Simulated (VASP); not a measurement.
Runs of VASP 6.6.1 on As2CO3. The structure is that of space group P6/mmm (No. 191), or close to it. The cells are those of the table. The cell was generated, and may not be a known phase.

```csv
task,cell,k mesh,cutoff (eV),gap on the mesh (eV),pressure (GPa),relaxed volume (Å³/atom)
relaxation of cell and atoms,"relaxed from a = 5.219, b = 5.219, c = 3.660 Å, angles 90.0, 90.0, 120.0°, 6 atoms",6 × 6 × 6,600,none,0.0,(a)
single point,"a = 5.219, b = 5.219, c = 3.660 Å, angles 90.0, 90.0, 120.0°, 6 atoms",6 × 6 × 6,520,none,-15.5,-
single point,"a = 5.601, b = 5.601, c = 2.871 Å, angles 90.0, 90.0, 120.0°, 6 atoms",6 × 6 × 6,520,none,(b),-
relaxation of cell and atoms,"relaxed from a = 5.601, b = 5.601, c = 2.871 Å, angles 90.0, 90.0, 120.0°, 6 atoms",12 × 12 × 14,600,none,0.0,12.97
single point,"a = 5.599, b = 5.599, c = 2.873 Å, angles 90.0, 90.0, 120.0°, 6 atoms",12 × 12 × 14,520,none,-0.1,-
```

Alike in all rows: level PBE; potentials or basis VASP PAW PBE potentials, release 64 (As, C, O); no spin polarisation; smearing gaussian 0.1 eV.

Fill in the values left out.

(a) 13.02; (b) 0.1.

Caveats: some runs use coarse meshes; a cell axis changed by over 15 % at a fixed basis, so the end point is rough (at least some runs); the stress differs along the axes, from -37 to -5 GPa (at least some runs).

A k mesh can miss the band edges, and the runs leave out spin-orbit coupling on As.

A gap of «none» marks levels without a gap at the run's occupations.
